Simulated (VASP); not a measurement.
Here is a VASP 6.6.1 calculation.

INCAR

```
PREC     = Accurate       # precision mode
ENCUT    = 600            # plane-wave cutoff, eV
EDIFF    = 1E-6           # SCF threshold, eV
ISMEAR   = 0              # smearing method
SIGMA    = 0.1            # smearing width, eV
LREAL    = False          # projectors in reciprocal space
LASPH    = True           # aspherical terms in the spheres
NELM     = 200            # most SCF steps
ALGO     = Normal         # electronic algorithm
ISIF     = 2              # what is computed and relaxed
LWAVE    = False          # write WAVECAR
LCHARG   = True           # write CHGCAR
GGA      = PE             # functional
LELF     = True           # ELF
LVHAR    = True         
NBANDS   = 24             # bands
GGA_COMPAT= False        
LMAXMIX  = 6              # l up to which the mixer works
```

File KPOINTS:

```
regular mesh
0
Gamma
  14 14 14
```

Contents of POSCAR:

```
Dy3C
1.0
   -1.7917963196      1.7917963196      7.2661652590
    1.7917963196     -1.7917963196      7.2661652590
    1.7917963196      1.7917963196     -7.2661652590
Dy C
3 1
Direct
    0.1641867019      0.1641867019      0.0000000000
    0.8358132981      0.8358132981      0.0000000000
    0.5000000000      0.5000000000      0.0000000000
    0.0000000000      0.0000000000      0.0000000000
```

Potentials or basis: VASP PAW PBE potentials, release 64 (Dy_3, C), 4f in core.

The run is started by

```sh
$ cat potpaw_PBE.64/Dy_3/POTCAR potpaw_PBE.64/C/POTCAR > POTCAR
$ mpirun -np 1 vasp_std > vasp.out
```

Task: Estimate the largest force.

Result: 0.041 eV/Å.

Task: Predict the band gap on the k mesh.

Result: Zero (an odd number of electrons rules out a gap without spin polarisation).

Task: Estimate the pressure.

Result: 2.6 GPa.

Forces in eV/Å, atoms in the order of the input:
```
Dy   0.000  0.000  0.041
Dy   0.000  0.000 -0.041
Dy   0.000  0.000  0.000
C    0.000  0.000  0.000
```

Caveat: spin-orbit coupling is left out, which moves the levels of the heavy elements; the 4f electrons are frozen in the core, so they carry no moment and show no levels. Spin polarisation is off, so any magnetic state and its effect on volume and gap are missing.
